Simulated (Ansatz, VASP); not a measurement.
**Two plane-wave programs on InO5**

```
In O
1.0
     5.07128    0.00000    0.00000
    -2.53564    4.39186    0.00000
     0.00000    0.00000    3.26620
In O
1 5
Direct
  0.00000 0.00000 0.00000
  0.29303 0.00000 0.50000
  0.70697 0.70697 0.50000
  0.00000 0.29303 0.50000
  0.33333 0.66667 0.00000
  0.66667 0.33333 0.00000
```

Change from the starting cell: species swapped into the Mg5Pd type (P-62m, No. 189).

Alike in both runs: functional PBE; k mesh 6 × 6 × 4; occupations gaussian, width 0.1 eV; collinear spin.

Ansatz relaxed the structure, and its values are those at the end. VASP's run is a single point on that final structure, the one shown.

```csv
,VASP,Ansatz
version,VASP 6.6.1,Ansatz 0.2.0
potentials or method,"VASP PAW PBE potentials, release 64 (In_d, O), cutoff 520 eV","scalar-relativistic, plane waves, PAW"
valence electrons in the cell,43,43
```

|  | VASP | Ansatz | Ansatz less VASP |
| --- | --- | --- | --- |
| gap on the k mesh at the Fermi level (eV) | none | none | - |
| pressure (GPa) | 0.2 | 0.2 | -0.06 |
| rms of the force components (eV/Å) | 0.016 | 0.002 | -0.0149 |
| net moment per atom (μB) | 1.17 | 1.17 | 0.000 |
| size of the moment on the site where the two differ most (μB) | 1.55 | 1.77 | +0.224 |

Site moments also hang on the region over which each program counts them. A gap of «none» marks a metal or a gap that the smearing closes.

The k mesh is coarse, so the values compare programs but aren't converged.
